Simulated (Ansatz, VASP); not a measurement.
## Two plane-wave programs on MgSi

```
Mg Si
1.0
     2.73690    0.00000    0.00000
     0.00000    2.73690    0.00000
     0.00000    0.00000    4.63377
Mg Si
1 1
Direct
  0.00000 0.00000 0.00000
  0.50000 0.50000 0.50000
```

Alike in both runs: task single point; functional LDA; k mesh 18 × 18 × 14; occupations gaussian, width 0.15 eV; no spin polarisation.

```csv
,VASP,Ansatz
version,VASP 6.6.1,Ansatz 0.2.0
potentials or method,"VASP PAW LDA potentials, release 64 (Mg, Si), cutoff 520 eV","scalar-relativistic, plane waves, PAW"
valence electrons in the cell,6,14
```

|  | VASP | Ansatz | Ansatz less VASP |
| --- | --- | --- | --- |
| gap on the k mesh at the Fermi level (eV) | none | none | - |
| pressure (GPa) | -3.4 | -3.0 | +0.37 |
| traceless stress, the component that is largest in VASP (GPa) | -6.39 | -6.29 | +0.106 |

LDA's correlation is that of Perdew and Zunger in VASP and of Perdew and Wang (1992) in Ansatz. A gap of «none» marks a metal or a gap that the smearing closes. VASP's potentials hold 6 valence electrons a cell and Ansatz's 14, so a difference there can come from the potentials and not from the codes.
